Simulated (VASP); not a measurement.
# K3Os (P6_3/mmc) in VASP: further runs

K3Os is run at these levels: PBE; tasks: relaxation of cell and atoms, single point.

Everything below comes from runs of VASP 6.6.1. Logs are shortened: lines on timing, memory, paths and dates and some standing lists are left out, and cuts for length are marked.

### Step 1. The cell of the first run

It takes space group P6_3/mmc (No. 194, hexagonal). Conventional cell: a = 7.112 Å, b = 7.112 Å, c = 5.708 Å, α = 90.00°, β = 90.00°, γ = 120.00°. Within 4.6 Å of K (site symmetry mm2) lie 4 Os at 3.51 to 3.56 Å and 8 K at 3.52 to 3.56 Å. Os (site symmetry -6m2) has 12 K at 3.51 to 3.56 Å within 4.6 Å.

### Step 2. Relaxation of cell and atoms, PBE

INCAR reads:

```
  ALGO = Fast
  EDIFF = 1E-6
  EDIFFG = -0.04
  ENCUT = 600
  GGA = PE
  IBRION = 2
  ISIF = 3
  ISMEAR = 0
  LASPH = True
  LCHARG = False
  LREAL = False
  LWAVE = False
  NELM = 60
  NSW = 90
  PREC = Accurate
  SIGMA = 0.1
```

KPOINTS reads:

```
k-points
0
Gamma
  3 3 4
```

POSCAR reads:

```
K3Os
1.0
    7.1117404405      0.0000000000      0.0000000000
   -3.5558702202      6.1589478866      0.0000000000
    0.0000000000      0.0000000000      5.7082689904
K Os
6 2
Direct
    0.8330000000      0.6660000000      0.2500000000
    0.1670000000      0.8330000000      0.7500000000
    0.3340000000      0.1670000000      0.2500000000
    0.1670000000      0.3340000000      0.7500000000
    0.8330000000      0.1670000000      0.2500000000
    0.6660000000      0.8330000000      0.7500000000
    0.3333333333      0.6666666667      0.2500000000
    0.6666666667      0.3333333333      0.7500000000
```

Potentials or basis: VASP PAW PBE potentials, release 64 (K_sv, Os).

Launch:

```sh
$ cat potpaw_PBE.64/K_sv/POTCAR potpaw_PBE.64/Os/POTCAR > POTCAR
$ mpirun -np 1 vasp_std > vasp.out
```

OUTCAR:

```text
EDIFF = 1E-6
   EDIFFG = -0.04
   ENCUT = 600
   GGA = PE
   IBRION = 2
   ISIF = 3
   ISMEAR = 0
   LASPH = True
   LREAL = False
   NELM = 60
   NSW = 90
   PREC = Accurate

 ion  position               nearest neighbor table
   1  0.833  0.666  0.250-   8 3.51   8 3.51   6 3.52   6 3.52   2 3.52   2 3.52   5 3.55   3 3.55
                             7 3.56   7 3.56   5 3.56   3 3.56
   2  0.167  0.833  0.750-   7 3.51   7 3.51   3 3.52   3 3.52   1 3.52   1 3.52   4 3.55   6 3.55
                             8 3.56   8 3.56   4 3.56   6 3.56
   3  0.334  0.167  0.250-   8 3.51   8 3.51   4 3.52   4 3.52   2 3.52   2 3.52   5 3.55   1 3.55
                             7 3.56   7 3.56   5 3.56   1 3.56
   4  0.167  0.334  0.750-   7 3.51   7 3.51   3 3.52   3 3.52   5 3.52   5 3.52   2 3.55   6 3.55
                             8 3.56   8 3.56   2 3.56   6 3.56
   5  0.833  0.167  0.250-   8 3.51   8 3.51   6 3.52   6 3.52   4 3.52   4 3.52   1 3.55   3 3.55
                             7 3.56   7 3.56   1 3.56   3 3.56
   6  0.666  0.833  0.750-   7 3.51   7 3.51   1 3.52   1 3.52   5 3.52   5 3.52   2 3.55   4 3.55
                             8 3.56   8 3.56   2 3.56   4 3.56
   7  0.333  0.667  0.250-   2 3.51   2 3.51   4 3.51   4 3.51   6 3.51   6 3.51   3 3.56   1 3.56
                             5 3.56   5 3.56   3 3.56   1 3.56
   8  0.667  0.333  0.750-   5 3.51   5 3.51   1 3.51   1 3.51   3 3.51   3 3.51   6 3.56   4 3.56
                             2 3.56   2 3.56   6 3.56   4 3.56

  LATTYP: Found a hexagonal cell.
 ALAT       =     7.1117404405
 C/A-ratio  =     0.8026542923

  Lattice vectors:

 A1 = (   7.1117404405,   0.0000000000,   0.0000000000)
 A2 = (  -3.5558702202,   6.1589478866,   0.0000000000)
 A3 = (   0.0000000000,   0.0000000000,   5.7082689904)

Analysis of symmetry for initial positions (statically):
=====================================================================
 Subroutine PRICEL returns:
 Original cell was already a primitive cell.

 Routine SETGRP: Setting up the symmetry group for a
 hexagonal supercell.

 Subroutine GETGRP returns: Found 24 space group operations
 (whereof 12 operations were pure point group operations)
 out of a pool of 24 trial point group operations.

The static configuration has the point symmetry D_3d.
 The point group associated with its full space group is D_6h.

Analysis of symmetry for dynamics (positions and initial velocities):
=====================================================================
 Subroutine PRICEL returns:
 Original cell was already a primitive cell.

 Routine SETGRP: Setting up the symmetry group for a
 hexagonal supercell.

 Subroutine GETGRP returns: Found 24 space group operations
 (whereof 12 operations were pure point group operations)
 out of a pool of 24 trial point group operations.

The dynamic configuration has the point symmetry D_3d.
 The point group associated with its full space group is D_6h.

 Subroutine INISYM returns: Found 24 space group operations
 (whereof 12 operations are pure point group operations),
 and found     1 'primitive' translations

----------------------------------------------------------------------------------------

                                     Primitive cell

  volume of cell :     250.0270

  direct lattice vectors                    reciprocal lattice vectors
     7.111740441  0.000000000  0.000000000     0.140612556  0.081182697  0.000000000
    -3.555870220  6.158947887  0.000000000     0.000000000  0.162365394  0.000000000
     0.000000000  0.000000000  5.708268990     0.000000000  0.000000000  0.175184456

  length of vectors
     7.111740441  7.111740440  5.708268990     0.162365394  0.162365394  0.175184456

  position of ions in fractional coordinates (direct lattice)
     0.833000000  0.666000000  0.250000000
     0.167000000  0.833000000  0.750000000
     0.334000000  0.167000000  0.250000000
     0.167000000  0.334000000  0.750000000
     0.833000000  0.167000000  0.250000000
     0.666000000  0.833000000  0.750000000
     0.333333333  0.666666667  0.250000000
     0.666666667  0.333333333  0.750000000

  ion indices of the primitive-cell ions
   primitive index   ion index
                 1           1
                 2           2
                 3           3
                 4           4
                 5           5
                 6           6
                 7           7
                 8           8

----------------------------------------------------------------------------------------

 KPOINTS: k-points

Automatic generation of k-mesh.
 Grid dimensions read from file:
 generate k-points for:    3    3    4

 Generating k-lattice:

  Cartesian coordinates                     Fractional coordinates (reciprocal lattice)
     0.046870852  0.027060899  0.000000000     0.333333333 -0.000000000  0.000000000
     0.000000000  0.054121798  0.000000000     0.000000000  0.333333333  0.000000000
     0.000000000  0.000000000  0.043796114     0.000000000  0.000000000  0.250000000

  Length of vectors
     0.054121798  0.054121798  0.043796114

  Shift w.r.t. Gamma in fractional coordinates (k-lattice)
     0.000000000  0.000000000  0.000000000

 Subroutine IBZKPT returns following result:
 ===========================================

 Found      9 irreducible k-points:

 Following reciprocal coordinates:
            Coordinates               Weight
  0.000000  0.000000  0.000000      1.000000
  0.333333 -0.000000  0.000000      6.000000
  0.333333  0.333333  0.000000      2.000000
  0.000000  0.000000  0.250000      2.000000
  0.333333 -0.000000  0.250000     12.000000
  0.333333  0.333333  0.250000      4.000000
  0.000000  0.000000  0.500000      1.000000
  0.333333 -0.000000  0.500000      6.000000
  0.333333  0.333333  0.500000      2.000000
   k-points           NKPTS =      9   k-points in BZ     NKDIM =      9   number of bands    NBANDS=     42
   number of dos      NEDOS =    301   number of ions     NIONS =      8
   total plane-waves  NPLWV = 172800
   dimension x,y,z NGX =    60 NGY =   60 NGZ =   48
   dimension x,y,z NGXF=   120 NGYF=  120 NGZF=   96
   ions per type =               6   2
   NGX,Y,Z   is equivalent  to a cutoff of  14.03, 14.03, 13.98 a.u.
   NGXF,Y,Z  is equivalent  to a cutoff of  28.05, 28.05, 27.96 a.u.
 SYSTEM =  unknown system
   PREC   = accura    normal or accurate (medium, high low for compatibility)
   ISTART =      0    job   : 0-new  1-cont  2-samecut
   ICHARG =      2    charge: 1-file 2-atom 10-const
   ISPIN  =      1    spin polarized calculation?
   LNONCOLLINEAR =      F non collinear calculations
   LSORBIT =      F    spin-orbit coupling
   LASPH  =      T    aspherical Exc in radial PAW
   ENCUT  =  600.0 eV  44.10 Ry    6.64 a.u.  14.20 14.20 11.40*2*pi/ulx,y,z
   NELM   =     60;   NELMIN=  2; NELMDL= -5     # of ELM steps
   EDIFF  = 0.1E-05   stopping-criterion for ELM
   LREAL  =      F    real-space projection
   EDIFFG = -.4E-01   stopping-criterion for IOM
   NSW    =     90    number of steps for IOM
   IBRION =      2    ionic relax: 0-MD 1-quasi-New 2-CG
   NFREE  =      1    steps in history (QN), initial steepest desc. (CG)
   ISIF   =      3    stress and relaxation
   ISYM   =      2    0-nonsym 1-usesym 2-fastsym
   POTIM  = 0.5000    time-step for ionic-motion
   TEBEG  =    0.0;   TEEND  =   0.0 temperature during run
   PSTRESS=    0.0 pullay stress
   NELECT =      70.0000    total number of electrons
   NUPDOWN=      -1.0000    fix difference up-down
   EMIN   =  10.00;   EMAX   =-10.00  energy-range for DOS
   EFERMI =   0.00;   METHOD = LEGACY
   ISMEAR =     0;   SIGMA  =   0.10  broadening in eV -4-tet -1-fermi 0-gaus
   EFERMI_NEDOS =   21; number of points for ismear=-14 and -15
   IALGO  =     68    algorithm
   IMIX   =      4    mixing-type and parameters
     AMIX     =   0.40;   BMIX     =  1.00
     AMIX_MAG =   1.60;   BMIX_MAG =  1.00
  volume/ion in A,a.u.               =      31.25       210.91
  Fermi-wavevector in a.u.,A,eV,Ry     =   1.070973  2.023846 15.605656  1.146983
  Thomas-Fermi vector in A             =   2.206699
   LORBIT       =      0    0 simple, 1 ext, 2 COOP (PROOUT), +10 PAW based schemes
   GGA     = PE    functional components
   LHFCALC =     F    Hartree Fock is set to
   AEXX    =    0.0000 exact exchange contribution
   IVDW    =     0    specifies the selected vdW correction
   LEPSILON=     F    determine dielectric tensor
   LRPA    =     F    only Hartree local field effects (RPA)
 conjugate gradient relaxation of ions
 non-spin polarized calculation
 RMM-DIIS sequential band-by-band and
 Gauss-broadening in eV      SIGMA  =   0.10
  energy-cutoff  :      600.00
  volume of cell :      250.03
 maximum number of plane-waves:      8376
 NGX is ok and might be reduce to    60
   NGX = 29   NGY = 29   NGZ = 23

--------------------------------------- Ionic step        1  -------------------------------------------

 number of electron      70.0000001 magnetization

 Free energy of the ion-electron system (eV)
  ---------------------------------------------------
  ext. energy  EPLUGINS =         0.00000000
  ---------------------------------------------------
  free energy    TOTEN  =       -16.86818251 eV

  energy without entropy =      -16.73724268  energy(sigma->0) =      -16.80271259

------------------------ aborting loop because EDIFF is reached ----------------------------------------

  FORCE on cell =-STRESS in cart. coord.  units (eV):
  Direction    XX          YY          ZZ          XY          YZ          ZX
  --------------------------------------------------------------------------------------
  -------------------------------------------------------------------------------------
  Total        2.7091245      2.7091245      3.4711315      0.0000000     -0.0000000      0.0000000
  in kB       17.3601186     17.3601186     22.2430732      0.0000000     -0.0000000      0.0000000
  external PRESSURE =      18.9877701 kB  Pullay stress =       0.0000000 kB

 VOLUME and BASIS-vectors are now :
 -----------------------------------------------------------------------------
  energy-cutoff  :      600.00
  volume of cell :      250.03
      direct lattice vectors                 reciprocal lattice vectors
     7.111740441  0.000000000  0.000000000     0.140612556  0.081182697  0.000000000
    -3.555870220  6.158947887  0.000000000     0.000000000  0.162365394  0.000000000
     0.000000000  0.000000000  5.708268990     0.000000000  0.000000000  0.175184456
[... 295 lines left out ...]
 POSITION                                       TOTAL-FORCE (eV/Angst)
 -----------------------------------------------------------------------------------
      3.75428      4.11018      1.45320         0.000000      0.010192     -0.000000
     -1.68238      5.30640      4.35959        -0.008826      0.005096     -0.000000
      2.07190      1.19621      1.45320        -0.008826     -0.005096      0.000000
      0.00000      2.39242      4.35959        -0.000000     -0.010192      0.000000
      5.43667      1.19621      1.45320         0.008826     -0.005096      0.000000
      1.68238      5.30640      4.35959         0.008826      0.005096     -0.000000
     -0.00000      4.33507      1.45320         0.000000     -0.000000      0.000000
      3.75428      2.16754      4.35959         0.000000     -0.000000     -0.000000
 -----------------------------------------------------------------------------------
    total drift:                               -0.000000      0.000000     -0.000000

  FREE ENERGIE OF THE ION-ELECTRON SYSTEM (eV)
  ---------------------------------------------------
  free  energy   TOTEN  =       -17.5256737371 eV

  energy  without entropy=      -17.3927693802  energy(sigma->0) =      -17.45922156

--------------------------------------- Ionic step        9  -------------------------------------------

 number of electron      70.0000001 magnetization

 Free energy of the ion-electron system (eV)
  ---------------------------------------------------
  ext. energy  EPLUGINS =         0.00000000
  ---------------------------------------------------
  free energy    TOTEN  =       -17.53176909 eV

  energy without entropy =      -17.39732100  energy(sigma->0) =      -17.46454504

 E-fermi :   1.1220     XC(G=0):  -7.8841

 val. band max:        1.1211780076   @ k =   0.0000   0.0000   0.2500
 cond. band min:       1.1223895103   @ k =   0.3333  -0.0000   0.2500
 fundamental gap:      0.0012115027
 Fermi energy:         1.1220172628

 k-point     1 :       0.0000    0.0000    0.0000
  band No.  band energies     occupation
      1     -30.0391      2.00000
      2     -29.9930      2.00000
      3     -29.9696      2.00000
      4     -29.9696      2.00000
      5     -29.9479      2.00000
      6     -29.9479      2.00000
[... 416 lines left out ...]
 POSITION                                       TOTAL-FORCE (eV/Angst)
 -----------------------------------------------------------------------------------
      3.79859      4.14992      1.43793         0.000000      0.007522     -0.000000
     -1.69464      5.36463      4.31380        -0.006515      0.003761     -0.000000
      2.10395      1.21472      1.43793        -0.006515     -0.003761      0.000000
      0.00000      2.42943      4.31380        -0.000000     -0.007522      0.000000
      5.49323      1.21472      1.43793         0.006515     -0.003761      0.000000
      1.69464      5.36463      4.31380         0.006515      0.003761     -0.000000
     -0.00000      4.38623      1.43793        -0.000000     -0.000000      0.000000
      3.79859      2.19312      4.31380         0.000000     -0.000000      0.000000
 -----------------------------------------------------------------------------------
    total drift:                               -0.000000      0.000000     -0.000000

  FREE ENERGIE OF THE ION-ELECTRON SYSTEM (eV)
  ---------------------------------------------------
  free  energy   TOTEN  =       -17.5317690858 eV

  energy  without entropy=      -17.3973209963  energy(sigma->0) =      -17.46454504

 reached required accuracy - stopping structural energy minimisation
```

Run time: 23 min. Hardware: 1 thread of Oxide Virtual Turin-like, shared host; peak memory 0.48 GiB.

What came out:

* Free energy: -17.5318 eV
* Relaxed volume: 35.94 Å³/atom
* Relaxed cell: a = 7.597 Å, b = 7.597 Å, c = 5.752 Å, α = 90.00°, β = 90.00°, γ = 120.00°
* Space group after relaxing (to 0.1 Å): P6_3/mmc (No. 194)
* Energy gained by relaxing: 82.9 meV/atom
* Ionic steps: 9
* Pressure after relaxing: 0.0 GPa
* Largest force after relaxing: 0.008 eV/Å
* Band gap on the k mesh: zero (bands 35 and 36 overlap by 0.16 eV)

Forces in eV/Å, atoms in the order of the input:
```
K    0.000  0.008  0.000
K   -0.007  0.004  0.000
K   -0.007 -0.004  0.000
K    0.000 -0.008  0.000
K    0.007 -0.004  0.000
K    0.007  0.004  0.000
Os   0.000  0.000  0.000
Os   0.000  0.000  0.000
```

The path:
```
step  energy change (eV)  largest force (eV/Å)  pressure (GPa)  volume (Å³)
   1              0.0000                0.7837            1.90       250.03
   2             -0.2817                0.6110            0.99       263.67
   3             -0.5349                0.2372           -0.63       299.18
   4             -0.5355                0.2545           -0.56       297.06
   5             -0.5927                0.1821           -0.36       292.14
   6             -0.6471                0.0176            0.20       280.85
   7             -0.6473                0.0134            0.21       281.25
   8             -0.6575                0.0102            0.14       283.81
   9             -0.6636                0.0075            0.03       287.50
```

Final structure:
```yaml
crystal:
  lattice:
    - [7.59718, 0.00000, 0.00000]
    - [-3.79859, 6.57935, 0.00000]
    - [0.00000, 0.00000, 5.75173]
  atoms:
    - { symbol: K, position: [0.81537, 0.63075, 0.25000] }
    - { symbol: K, position: [0.18463, 0.81537, 0.75000] }
    - { symbol: K, position: [0.36925, 0.18463, 0.25000] }
    - { symbol: K, position: [0.18463, 0.36925, 0.75000] }
    - { symbol: K, position: [0.81537, 0.18463, 0.25000] }
    - { symbol: K, position: [0.63075, 0.81537, 0.75000] }
    - { symbol: Os, position: [0.33333, 0.66667, 0.25000] }
    - { symbol: Os, position: [0.66667, 0.33333, 0.75000] }
```

Levels at points of the mesh, in eV from the Fermi level:
| k point | band 34 | band 35 | band 36 | band 37 | band 38 | band 39 |
| --- | --- | --- | --- | --- | --- | --- |
| (0.00, 0.00, 0.00) | -0.20 | 0.08 | 0.08 | 0.44 | 1.36 | 1.36 |
| (0.00, 0.00, 0.50) | 0.00 | 0.00 | 0.00 | 0.56 | 0.56 | 2.20 |

Caveat: spin-orbit coupling is left out, which moves the levels of the heavy elements.

### Step 3. Single point, PBE

This run uses another cell than the first one, of 36.16 Å³/atom.

INCAR reads:

```
ALGO = Fast
EDIFF = 1E-6
ENCUT = 520
GGA = PE
ISIF = 2
ISMEAR = 0
LASPH = T
LCHARG = F
LREAL = F
LWAVE = F
NBANDS = 45
NELM = 80
PREC = Accurate
SIGMA = 0.1
```

KPOINTS reads:

```
k-points
0
Gamma
  6 6 6
```

POSCAR reads:

```
K3Os
1.0
    7.6282464945      0.0000000000      0.0000000000
   -3.8141232472      6.6062552505      0.0000000000
    0.0000000000      0.0000000000      5.7404183522
K Os
6 2
Direct
    0.8152700895      0.6305401790      0.2500000000
    0.1847299105      0.8152700895      0.7500000000
    0.3694598210      0.1847299105      0.2500000000
    0.1847299105      0.3694598210      0.7500000000
    0.8152700895      0.1847299105      0.2500000000
    0.6305401790      0.8152700895      0.7500000000
    0.3333333333      0.6666666667      0.2500000000
    0.6666666667      0.3333333333      0.7500000000
```

Potentials or basis: VASP PAW PBE potentials, release 64 (K_sv, Os).

Launch:

```sh
$ cat potpaw_PBE.64/K_sv/POTCAR potpaw_PBE.64/Os/POTCAR > POTCAR
$ mpirun -np 1 vasp_std > vasp.out
```

It took 11 min on 1 thread of Oxide Virtual Turin-like, shared host; peak memory 0.56 GiB.

Results (log left out):

| Quantity | Value |
| --- | --- |
| Free energy | -17.5230 eV |
| Pressure | 0.0 GPa |
| Band gap on the k mesh | zero (bands 35 and 36 overlap by 0.15 eV) |

Forces on the atoms (eV/Å):
```
K    0.000  0.003  0.000
K   -0.002  0.001  0.000
K   -0.002 -0.001  0.000
K    0.000 -0.003  0.000
K    0.002 -0.001  0.000
K    0.002  0.001  0.000
Os   0.000  0.000  0.000
Os   0.000  0.000  0.000
```

Levels at points of the mesh, in eV from the Fermi level:
```csv
k point,band 32,band 33,band 34,band 35,band 36,band 37,band 38,band 39,band 40,band 41
"(0.00, 0.00, 0.00)",-0.31,-0.31,-0.20,0.07,0.07,0.43,1.34,1.34,1.77,1.77
"(0.50, 0.00, 0.00)",-0.17,-0.07,-0.06,-0.06,0.07,0.07,0.42,1.72,1.78,2.30
"(0.00, 0.00, 0.50)",-0.39,0.00,0.00,0.00,0.00,0.56,0.56,2.19,2.19,2.19
"(0.50, 0.00, 0.50)",-0.28,-0.11,-0.11,-0.04,-0.04,0.20,0.20,1.41,1.41,1.81
```

Caveat: spin-orbit coupling is left out, which moves the levels of the heavy elements.
